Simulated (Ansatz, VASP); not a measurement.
# CdS in VASP and in Ansatz

```
Cd S
1.0
     0.00000    2.72678    2.71832
     2.72678    0.00000    2.71832
     2.72678    2.72678    0.00000
Cd S
1 1
Cartesian
  0.0000 0.0000 0.0000
  2.7268 2.7268 2.7183
```

Change from the starting cell: uniaxial_z strain -0.3%.

Alike in both runs: task single point; functional PBE; k mesh 8 × 8 × 8; occupations fermi-dirac, width 0.02 eV; no spin polarisation.

|  | VASP | Ansatz |
| --- | --- | --- |
| version | VASP 6.6.1 | Ansatz 0.2.0 |
| potentials or method | VASP PAW PBE potentials, release 64 (Cd, S) | plane waves, PAW |
| plane-wave cutoff (eV) | 520 | 420 |
| valence electrons in the cell | 18 | 26 |

|  | VASP | Ansatz | Ansatz less VASP |
| --- | --- | --- | --- |
| pressure (GPa) | 2.4 | 2.0 | -0.44 |
| traceless stress, the component that is largest in VASP (GPa) | 0.18 | 0.17 | -0.008 |

VASP's potentials hold 18 valence electrons a cell and Ansatz's 26, so a difference there can come from the potentials and not from the codes.
